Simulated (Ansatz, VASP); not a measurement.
**Two plane-wave programs on C**

```xyz
4
Lattice="1.2332 0.7120 8.2826 -1.2332 0.7120 8.2826 0.0000 -1.4240 8.2826" Properties=species:S:1:pos:R:3 pbc="T T T"
C     0.0135    0.0141    2.1418
C    -0.0203    0.0151   18.7183
C    -0.0213   -0.0497    6.0999
C    -0.0221    0.0271   22.6956
```

Change from the starting cell: atoms moved at random, drawn with an rms of 0.05 Å.

Alike in both runs: task single point; functional PBE; k mesh 12 × 12 × 12; occupations fermi-dirac, width 0.05 eV; no spin polarisation.

|  | VASP | Ansatz |
| --- | --- | --- |
| version | VASP 6.6.1 | Ansatz 0.2.0 |
| potentials or method | VASP PAW PBE potentials, release 64 (C) | Ansatz PAW |
| plane-wave cutoff (eV) | 520 | 420 |
| valence electrons in the cell | 16 | 16 |

```tsv
	VASP	Ansatz	Ansatz less VASP
gap on the k mesh at the Fermi level (eV)	0.40	0.40	0.000
least direct gap on the mesh (eV)	0.43	0.43	+0.001
pressure (GPa)	1.8	1.5	-0.34
traceless stress, the component that is largest in VASP (GPa)	4.30	4.05	-0.253
rms of the force components (eV/Å)	1.957	1.955	-0.0020
```

Atom by atom the forces differ by 0.002 eV/Å (rms over components).
